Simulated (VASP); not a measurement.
# Al8GaN8 (a cell with a defect) in VASP: notebook

The runs below take Al8GaN8 (a cell with a defect) through single point, with PBE+D3(BJ).

All numbers are computed with VASP 6.6.1; they aren't measurements. Logs are shortened: lines on timing, memory, paths and dates and some standing lists are left out, and cuts for length are marked.

### 1 The cell of the first run

The cell holds a defect, 17 atoms: a = 6.257 Å, b = 5.419 Å, c = 5.017 Å, α = 90.00°, β = 90.00°, γ = 90.00°.

### 2 Single point, PBE+D3(BJ)

INCAR

```
SYSTEM = Al8GaN8
ALGO = Normal ; EDIFF = 1E-6
ENCUT = 520 ; GGA = PE
ISIF = 2 ; ISMEAR = -1
IVDW = 12 ; LASPH = .TRUE.
LCHARG = .FALSE. ; LREAL = Auto
LWAVE = .FALSE. ; NBANDS = 52
NELM = 80 ; PREC = Accurate
SIGMA = 0.1
```

KPOINTS

```
k-points
0
G
  2 3 3
  0 0 0
```

POSCAR

```
Al8GaN8
1.0
   -3.1285880000     -5.4188740000      0.0000000000
    4.6928820000     -2.7094370000      0.0000000000
    0.0000000000      0.0000000000      5.0169550000
Al N Ga
8 8 1
Direct
    0.5096096183      0.7088519457      0.4892808486
    0.4962819432      0.4057339887      1.0706095630
    0.2514223149      0.1050307332      0.3749086847
    0.2041682316      0.8308877742      0.9775052796
    0.0089856709      0.6256310007      0.5105088644
   -0.0049395465      0.3422728707      1.0192038796
    0.7817028585      0.1251738660      0.3894194785
    0.7322441331      0.8141031903      0.9893849955
    0.4743773777      0.6782253147      0.8793780291
    0.5315704541      0.3909250102      0.4099099952
    0.2716337687      0.1816432097      0.9947866784
    0.2425894092      0.7609103137      0.3334492735
   -0.0265665073      0.6466142434      0.8707672283
    0.0273010631      0.3035903691      0.4124214788
    0.7405256149      0.1978953557      0.9946870163
    0.7745256510      0.7834997039      0.3456877728
    0.4971518492      0.1086929758      0.6977937813
```

Potentials or basis: VASP PAW PBE potentials, release 64 (Al, N, Ga_d).

Run with:

```console
cat potpaw_PBE.64/Al/POTCAR potpaw_PBE.64/N/POTCAR potpaw_PBE.64/Ga_d/POTCAR > POTCAR
mpirun -np 1 vasp_std > vasp.out
```

OUTCAR:

```text
SYSTEM = Al8GaN8
   EDIFF = 1E-6
   ENCUT = 520
   GGA = PE
   ISIF = 2
   ISMEAR = -1
   IVDW = 12
   LASPH = .TRUE.
   LREAL = Auto
   NELM = 80
   PREC = Accurate
 IVDW          = 12

 ion  position               nearest neighbor table
   1  0.510  0.709  0.489-  10 1.77  16 1.85  12 1.87   9 1.98  17 2.41   2 2.67   3 2.75   7 2.87
                             8 2.93   8 2.93   5 3.16   5 3.17   4 3.18   4 3.27   2 3.35
   2  0.496  0.406  0.071-  10 1.72   9 1.77  11 1.90  15 1.94  17 2.47   1 2.67   8 2.69   3 2.71
                             7 2.84   4 2.98   6 3.15   6 3.17   1 3.35
   3  0.251  0.105  0.375-  14 1.78  12 1.88  11 1.96  17 2.23  10 2.35   4 2.50   2 2.71   6 2.72
                             1 2.75   7 2.94   5 3.08   5 3.27   7 3.32
   4  0.204  0.831  0.978-  13 1.84  12 1.84   9 1.95  11 1.95   3 2.50  17 2.76   5 2.87   8 2.95
                             6 2.96   2 2.98   6 3.07   5 3.14   1 3.18   1 3.27   8 3.31
   5  0.009  0.626  0.511-  14 1.82  13 1.82  12 1.86  16 1.89   4 2.87   6 2.91   6 2.98   3 3.08
                             7 3.12   7 3.12   8 3.13   4 3.14   1 3.16   1 3.17   3 3.27   8 3.30
   6  0.995  0.342  0.019-  15 1.78  13 1.81  11 1.94  14 1.99   7 2.57   3 2.72   5 2.91   4 2.96
                             5 2.98   8 3.04   4 3.07   2 3.15   2 3.17   8 3.30
   7  0.782  0.125  0.389-  14 1.82  16 1.86  15 2.04  10 2.13  17 2.36   6 2.57   8 2.64   2 2.84
                             1 2.87   3 2.94   5 3.12   5 3.12   3 3.32
   8  0.732  0.814  0.989-  16 1.81   9 1.86  13 1.86  15 2.08  17 2.62   7 2.64   2 2.69   1 2.93
                             1 2.93   4 2.95   6 3.04   5 3.13   5 3.30   6 3.30   4 3.31
   9  0.474  0.678  0.879-   2 1.77   8 1.86   4 1.95   1 1.98
  10  0.532  0.391  0.410-   2 1.72   1 1.77  17 2.11   7 2.13   3 2.35
  11  0.272  0.182  0.995-   2 1.90   6 1.94   4 1.95   3 1.96  17 2.09
  12  0.243  0.761  0.333-   4 1.84   5 1.86   1 1.87   3 1.88
  13  0.973  0.647  0.871-   6 1.81   5 1.82   4 1.84   8 1.86
  14  0.027  0.304  0.412-   3 1.78   5 1.82   7 1.82   6 1.99
  15  0.741  0.198  0.995-   6 1.78   2 1.94   7 2.04   8 2.08  17 2.18
  16  0.775  0.783  0.346-   8 1.81   1 1.85   7 1.86   5 1.89
  17  0.497  0.109  0.698-  11 2.09  10 2.11  15 2.18   3 2.23   7 2.36   1 2.41   2 2.47   8 2.62
                             4 2.76

  LATTYP: Found a simple orthorhombic cell.
 ALAT       =     5.0169550000
 B/A-ratio  =     1.0801120458
 C/A-ratio  =     1.2472060331

  Lattice vectors:

 A1 = (   0.0000000000,   0.0000000000,  -5.0169550000)
 A2 = (   4.6928820000,  -2.7094370000,   0.0000000000)
 A3 = (  -3.1285880000,  -5.4188740000,   0.0000000000)

Analysis of symmetry for initial positions (statically):
=====================================================================
 Subroutine PRICEL returns:
 Original cell was already a primitive cell.

 Routine SETGRP: Setting up the symmetry group for a
 simple orthorhombic supercell.

 Subroutine GETGRP returns: Found  1 space group operations
 (whereof  1 operations were pure point group operations)
 out of a pool of  8 trial point group operations.

The static configuration has the point symmetry C_1 .

Analysis of symmetry for dynamics (positions and initial velocities):
=====================================================================
 Subroutine PRICEL returns:
 Original cell was already a primitive cell.

 Routine SETGRP: Setting up the symmetry group for a
 simple orthorhombic supercell.

 Subroutine GETGRP returns: Found  1 space group operations
 (whereof  1 operations were pure point group operations)
 out of a pool of  8 trial point group operations.

The dynamic configuration has the point symmetry C_1 .

 Subroutine INISYM returns: Found  1 space group operations
 (whereof  1 operations are pure point group operations),
 and found     1 'primitive' translations

----------------------------------------------------------------------------------------

                                     Primitive cell

  volume of cell :     170.1091

  direct lattice vectors                    reciprocal lattice vectors
    -3.128588000 -5.418874000  0.000000000    -0.079908253 -0.138405137  0.000000000
     4.692882000 -2.709437000  0.000000000     0.159816505 -0.092270092  0.000000000
     0.000000000  0.000000000  5.016955000     0.000000000  0.000000000  0.199324092

  length of vectors
     6.257176544  5.418873529  5.016955000     0.159816491  0.184540199  0.199324092

  position of ions in fractional coordinates (direct lattice)
     0.509609618  0.708851946  0.489280849
     0.496281943  0.405733989  0.070609563
     0.251422315  0.105030733  0.374908685
     0.204168232  0.830887774  0.977505280
     0.008985671  0.625631001  0.510508864
     0.995060454  0.342272871  0.019203880
[... 9 lines left out ...]
     0.774525651  0.783499704  0.345687773
     0.497151849  0.108692976  0.697793781

  ion indices of the primitive-cell ions
   primitive index   ion index
                 1           1
                 2           2
                 3           3
                 4           4
                 5           5
                 6           6
[... 9 lines left out ...]
                16          16
                17          17

----------------------------------------------------------------------------------------

 KPOINTS: k-points

Automatic generation of k-mesh.
 Grid dimensions read from file:
 generate k-points for:    2    3    3

 Generating k-lattice:

  Cartesian coordinates                     Fractional coordinates (reciprocal lattice)
    -0.039954126 -0.069202569  0.000000000     0.500000000 -0.000000000  0.000000000
     0.053272168 -0.030756697  0.000000000     0.000000000  0.333333333  0.000000000
     0.000000000  0.000000000  0.066441364     0.000000000  0.000000000  0.333333333

  Length of vectors
     0.079908246  0.061513400  0.066441364

  Shift w.r.t. Gamma in fractional coordinates (k-lattice)
     0.000000000  0.000000000  0.000000000

 Subroutine IBZKPT returns following result:
 ===========================================

 Found     10 irreducible k-points:

 Following reciprocal coordinates:
            Coordinates               Weight
  0.000000  0.000000  0.000000      1.000000
  0.500000  0.000000  0.000000      1.000000
  0.000000  0.333333  0.000000      2.000000
  0.500000  0.333333  0.000000      2.000000
  0.000000  0.000000  0.333333      2.000000
  0.500000  0.000000  0.333333      2.000000
  0.000000  0.333333  0.333333      2.000000
  0.000000 -0.333333  0.333333      2.000000
  0.500000  0.333333  0.333333      2.000000
  0.500000 -0.333333  0.333333      2.000000
   k-points           NKPTS =     10   k-points in BZ     NKDIM =     10   number of bands    NBANDS=     52
   number of dos      NEDOS =    301   number of ions     NIONS =     17
   total plane-waves  NPLWV =  76800
   dimension x,y,z NGX =    48 NGY =   40 NGZ =   40
   dimension x,y,z NGXF=    96 NGYF=   80 NGZF=   80
   ions per type =               8   8   1
   NGX,Y,Z   is equivalent  to a cutoff of  12.75, 12.27, 13.25 a.u.
   NGXF,Y,Z  is equivalent  to a cutoff of  25.51, 24.54, 26.51 a.u.
 SYSTEM =  Al8GaN8
   PREC   = accura    normal or accurate (medium, high low for compatibility)
   ISTART =      0    job   : 0-new  1-cont  2-samecut
   ICHARG =      2    charge: 1-file 2-atom 10-const
   ISPIN  =      1    spin polarized calculation?
   LNONCOLLINEAR =      F non collinear calculations
   LSORBIT =      F    spin-orbit coupling
   LASPH  =      T    aspherical Exc in radial PAW
   ENCUT  =  520.0 eV  38.22 Ry    6.18 a.u.  11.63 10.08  9.33*2*pi/ulx,y,z
   NELM   =     80;   NELMIN=  2; NELMDL= -5     # of ELM steps
   EDIFF  = 0.1E-05   stopping-criterion for ELM
   LREAL  =      T    real-space projection
   EDIFFG = 0.1E-04   stopping-criterion for IOM
   NSW    =      0    number of steps for IOM
[... 5 lines left out ...]
   TEBEG  =    0.0;   TEEND  =   0.0 temperature during run
   PSTRESS=    0.0 pullay stress
   NELECT =      77.0000    total number of electrons
   NUPDOWN=      -1.0000    fix difference up-down
   EMIN   =  10.00;   EMAX   =-10.00  energy-range for DOS
   EFERMI =   0.00;   METHOD = LEGACY
   ISMEAR =    -1;   SIGMA  =   0.10  broadening in eV -4-tet -1-fermi 0-gaus
   EFERMI_NEDOS =   21; number of points for ismear=-14 and -15
   IALGO  =     38    algorithm
   IMIX   =      4    mixing-type and parameters
     AMIX     =   0.40;   BMIX     =  1.00
     AMIX_MAG =   1.60;   BMIX_MAG =  1.00
  volume/ion in A,a.u.               =      10.01        67.53
  Fermi-wavevector in a.u.,A,eV,Ry     =   1.256982  2.375352 21.497270  1.580005
  Thomas-Fermi vector in A             =   2.390664
   LORBIT       =      0    0 simple, 1 ext, 2 COOP (PROOUT), +10 PAW based schemes
   GGA     = PE    functional components
   LHFCALC =     F    Hartree Fock is set to
   AEXX    =    0.0000 exact exchange contribution
   IVDW    =    12    specifies the selected vdW correction
   LEPSILON=     F    determine dielectric tensor
   LRPA    =     F    only Hartree local field effects (RPA)
 non-spin polarized calculation
  energy-cutoff  :      520.00
  volume of cell :      170.11
 maximum number of plane-waves:      4616
 NGX is ok and might be reduce to    48
   NGX = 23   NGY = 21   NGZ = 19

 number of electron      76.9999998 magnetization

 Free energy of the ion-electron system (eV)
  ---------------------------------------------------
  ext. energy  EPLUGINS =         0.00000000
  ---------------------------------------------------
  free energy    TOTEN  =      -110.31792688 eV

  energy without entropy =     -110.23495481  energy(sigma->0) =     -110.27644084

 E-fermi :  10.3491     XC(G=0): -11.3255

 val. band max:       10.2984586278   @ k =   0.5000   0.3333   0.3333
 cond. band min:      10.4060419324   @ k =   0.5000   0.0000   0.3333
 fundamental gap:      0.1075833046
 Fermi energy:        10.3491473217

 k-point     1 :       0.0000    0.0000    0.0000
  band No.  band energies     occupation
      1      -8.9400      2.00000
      2      -7.3055      2.00000
      3      -6.9939      2.00000
      4      -6.9820      2.00000
      5      -6.5284      2.00000
      6      -6.3669      2.00000
[... 42 lines left out ...]
     49      15.3238      0.00000
     50      15.6290      0.00000
[... 475 lines left out ...]
     49      15.0196      0.00000
     50      15.3323      0.00000
 [bands above 50 left out]

------------------------ aborting loop because EDIFF is reached ----------------------------------------

 Edisp (eV)   -5.02519

 E8    (eV) :    -1.9974

  FORCE on cell =-STRESS in cart. coord.  units (eV):
  Direction    XX          YY          ZZ          XY          YZ          ZX
  --------------------------------------------------------------------------------------
  -------------------------------------------------------------------------------------
  Total      17.40742    20.48202    33.84077    -5.01686    -2.84138     8.41530
  in kB     163.95220   192.91048   318.73019   -47.25142   -26.76158    79.25976
  external pressure =      225.20 kB  Pullay stress =        0.00 kB

 VOLUME and BASIS-vectors are now :
 -----------------------------------------------------------------------------
  energy-cutoff  :      520.00
  volume of cell :      170.11
      direct lattice vectors                 reciprocal lattice vectors
    -3.128588000 -5.418874000  0.000000000    -0.079908253 -0.138405137  0.000000000
     4.692882000 -2.709437000  0.000000000     0.159816505 -0.092270092  0.000000000
     0.000000000  0.000000000  5.016955000     0.000000000  0.000000000  0.199324092

 POSITION                                       TOTAL-FORCE (eV/Angst)
 -----------------------------------------------------------------------------------
      1.73220     -4.68210      2.45470        -0.190007      0.605891      1.808096
      0.35140     -3.78860      0.35425        -1.044903      0.738292     -0.677714
     -0.29370     -1.64700      1.88090         0.377460     -0.703217     -0.149992
      3.26050     -3.35760      4.90410        -1.752539     -1.343929     -0.447872
      2.90790     -1.74380      2.56120         0.395215      0.274074     -1.309029
     -1.50689     -6.31947      0.09634        -0.605768     -1.626382     -0.066540
[... 9 lines left out ...]
      1.25370     -6.31990      1.73430         0.020448     -0.976084      0.293704
     -1.04530     -2.98850      3.50080         0.849759     -1.037152      1.000353
 -----------------------------------------------------------------------------------
    total drift:                               -0.002783     -0.003340     -0.002957

  FREE ENERGIE OF THE ION-ELECTRON SYSTEM (eV)
  ---------------------------------------------------
  free  energy   TOTEN  =      -115.3431136023 eV

  energy  without entropy=     -115.2601415304  energy(sigma->0) =     -115.30162757
```

Wall time 2.1 min (1 thread of Intel Xeon Platinum 8488C (Sapphire Rapids), shared host); peak memory 0.28 GiB.

Results:

- Free energy: -115.3431 eV
- Pressure: 22.5 GPa
- Largest force: 4.066 eV/Å
- Dispersion energy per atom: -0.296 eV

Forces on the atoms (eV/Å):
```
Al  -0.190  0.606  1.808
Al  -1.045  0.738 -0.678
Al   0.377 -0.703 -0.150
Al  -1.753 -1.344 -0.448
Al   0.395  0.274 -1.309
Al  -0.606 -1.626 -0.067
Al   1.662  0.434 -0.037
Al   0.518 -0.918 -0.749
N    1.115 -0.672 -0.868
N   -2.900  1.492  2.429
N    0.210  1.112 -0.148
N    1.107  0.597  0.247
N    0.937 -1.100 -0.753
N    0.532  1.310 -0.334
N   -1.232  1.814 -0.237
N    0.020 -0.976  0.294
Ga   0.850 -1.037  1.000
```

Stress tensor (GPa, compression positive):
```
16.40 -4.73  7.93
-4.73 19.29 -2.68
 7.93 -2.68 31.87
```

Levels at points of the mesh, in eV from the Fermi level:
| k point | band 34 | band 35 | band 36 | band 37 | band 38 | band 39 | band 40 | band 41 | band 42 | band 43 |
| --- | --- | --- | --- | --- | --- | --- | --- | --- | --- | --- |
| (0.00, 0.00, 0.00) | -4.19 | -4.04 | -3.56 | -3.14 | -2.39 | 0.46 | 0.53 | 0.93 | 1.42 | 2.41 |
| (0.50, 0.00, 0.00) | -4.39 | -4.24 | -3.75 | -3.37 | -2.09 | -0.05 | 1.41 | 1.75 | 1.93 | 2.72 |

Caveat: the k points lie up to 0.50 Å⁻¹ apart.

### 3 Single point, PBE+D3(BJ)

INCAR

```
  PREC = Accurate
  ENCUT = 520
  EDIFF = 1E-6
  ISMEAR = -1
  SIGMA = 0.1
  LREAL = Auto
  LASPH = True
  NELM = 60
  ALGO = Normal
  ISIF = 2
  LWAVE = False
  LCHARG = False
  GGA = PE
  IVDW = 12
  NBANDS = 52
```

KPOINTS

```
Automatic mesh
0
Gamma
  2 3 3
```

POSCAR

```
Al8GaN8
1.0
   -3.1285880000     -5.4188740000      0.0000000000
    4.6928820000     -2.7094370000      0.0000000000
    0.0000000000      0.0000000000      5.0169550000
Al N Ga
8 8 1
Direct
    0.4872421893      0.7019524605      0.5133591990
    0.4981999776      0.3972105993      1.1018037834
    0.2096543737      0.1191425988      0.3933660956
    0.2744433716      0.8204383232      0.9717846782
   -0.0026809454      0.6566780129      0.4765041743
    0.0048934993      0.3415406019      0.9705289364
    0.7558242925      0.1194282771      0.3791144230
    0.7844568660      0.8184826163      0.9539451719
    0.5160894657      0.6600914554      0.8806337709
    0.4666390435      0.3331473734      0.4438150233
    0.2706140253      0.1936847745      1.0002082937
    0.2331586979      0.7853079418      0.3254165126
    0.0344938459      0.6729376602      0.8358057826
   -0.0136652459      0.3241818302      0.3942630540
    0.7401573622      0.1895524842      0.9971785675
    0.7486623093      0.7727779895      0.3155101052
    0.4925496891      0.1043889547      0.7308616482
```

Potentials or basis: VASP PAW PBE potentials, release 64 (Al, N, Ga_d).

Run with:

```console
cat potpaw_PBE.64/Al/POTCAR potpaw_PBE.64/N/POTCAR potpaw_PBE.64/Ga_d/POTCAR > POTCAR
mpirun -np 1 vasp_std > vasp.out
```

Wall time 2.3 min (1 thread of Intel Xeon Platinum 8488C (Sapphire Rapids), shared host); peak memory 0.29 GiB.

The run converged. Its results:

* Free energy: -115.8211 eV
* Pressure: 19.9 GPa
* Largest force: 2.267 eV/Å
* Dispersion energy per atom: -0.296 eV

Forces on the atoms (eV/Å):
```
Al  -1.202  0.101 -0.220
Al  -0.419 -0.516 -0.860
Al  -0.043 -2.211 -0.499
Al   1.273  1.013 -0.009
Al  -0.914  1.165 -0.639
Al   0.700 -0.503  0.340
Al   0.599  0.637  0.109
Al   1.008  0.860  0.047
N   -0.812 -0.635  0.165
N    0.553 -1.379  0.369
N   -0.223  1.063 -0.268
N   -0.404 -0.424  0.473
N    0.200  1.484  0.578
N   -0.203  0.293  0.247
N   -0.165  0.555 -0.334
N   -0.221 -0.175  1.083
Ga   0.273 -1.327 -0.582
```

Stress tensor (GPa, compression positive):
```
15.97 -1.77  1.39
-1.77 11.84 -4.72
 1.39 -4.72 31.99
```

Levels at points of the mesh, in eV from the Fermi level:
| k point | band 34 | band 35 | band 36 | band 37 | band 38 | band 39 | band 40 | band 41 | band 42 | band 43 |
| --- | --- | --- | --- | --- | --- | --- | --- | --- | --- | --- |
| (0.00, 0.00, 0.00) | -4.15 | -3.89 | -3.75 | -3.19 | -2.14 | 0.43 | 0.69 | 1.32 | 1.87 | 2.40 |
| (0.50, 0.00, 0.00) | -4.25 | -4.03 | -3.64 | -3.40 | -1.83 | -0.14 | 1.81 | 2.29 | 2.44 | 2.70 |

Caveat: the k points lie up to 0.50 Å⁻¹ apart.

### 4 Single point, PBE+D3(BJ)

INCAR

```
  PREC = Accurate
  ENCUT = 520
  EDIFF = 1E-6
  ISMEAR = -1
  SIGMA = 0.1
  LREAL = Auto
  LASPH = T
  NELM = 100
  ALGO = Normal
  ISIF = 2
  LWAVE = F
  LCHARG = F
  GGA = PE
  IVDW = 12
  NBANDS = 52
```

KPOINTS

```
regular mesh
0
Gamma
  2 3 3
```

POSCAR

```
Al8GaN8
1.0
   -3.1285880000     -5.4188740000      0.0000000000
    4.6928820000     -2.7094370000      0.0000000000
    0.0000000000      0.0000000000      5.0169550000
Al N Ga
8 8 1
Direct
    0.4944722518      0.6550132633      0.5236044573
    0.4902165467      0.4287526525      1.0834460345
    0.2392973758      0.1223049926      0.3808485426
    0.2145448072      0.8285148251      0.9580911130
    0.0179815208      0.6487179456      0.4526450805
    0.0063876598      0.3447528311      0.8990911818
    0.7942391365      0.0665149969      0.4123218167
    0.7396217491      0.8378799485      0.9601042864
    0.4840049455      0.6850272529      0.8724216183
    0.4961092285      0.3374304700      0.4289853108
    0.2333139532      0.1703309894      1.0298079213
    0.2617084987      0.7563322642      0.3280874554
   -0.0189344036      0.6665972109      0.8329753805
    0.0043916346      0.2717178091      0.5446132166
    0.7267955136      0.2186382957      1.0189048935
    0.7655253693      0.7322607907      0.3099688955
    0.5071406500      0.1395377407      0.7310410398
```

Run with:

```console
cat potpaw_PBE.64/Al/POTCAR potpaw_PBE.64/N/POTCAR potpaw_PBE.64/Ga_d/POTCAR > POTCAR
mpirun -np 1 vasp_std > vasp.out
```

Run time: 2.3 min. Hardware: 1 thread of Intel Xeon Platinum 8488C (Sapphire Rapids), shared host; peak memory 0.28 GiB.

It converged, with:

* Free energy: -114.8977 eV
* Pressure: 21.1 GPa
* Largest force: 4.337 eV/Å
* Dispersion energy per atom: -0.296 eV

Forces on the atoms (eV/Å):
```
Al   0.846 -2.182 -1.166
Al  -1.914  0.615  2.099
Al  -0.202 -0.617  1.771
Al  -0.445 -1.502  0.373
Al  -2.316  3.086  1.981
Al  -0.608  2.664 -0.104
Al   2.872  0.498 -0.530
Al  -0.123 -0.729 -0.511
N    0.423  0.813  0.604
N    0.106  0.732  0.035
N    1.153 -0.861 -1.319
N    1.119 -0.547 -0.610
N    2.023 -1.768 -0.361
N   -0.523 -0.306 -2.372
N   -1.941 -0.623  0.423
N    1.350  0.272  0.266
Ga  -1.820  0.454 -0.579
```

Stress tensor (GPa, compression positive):
```
17.00 -2.29  3.58
-2.29  9.26 -0.09
 3.58 -0.09 36.98
```

Levels at points of the mesh, in eV from the Fermi level:
| k point | band 36 | band 37 | band 38 | band 39 | band 40 | band 41 |
| --- | --- | --- | --- | --- | --- | --- |
| (0.00, 0.00, 0.00) | -3.38 | -3.00 | -1.99 | 0.13 | 0.81 | 1.43 |
| (0.50, 0.00, 0.00) | -3.68 | -3.49 | -1.60 | 0.00 | 1.32 | 1.80 |

Caveat: the k points lie up to 0.50 Å⁻¹ apart.
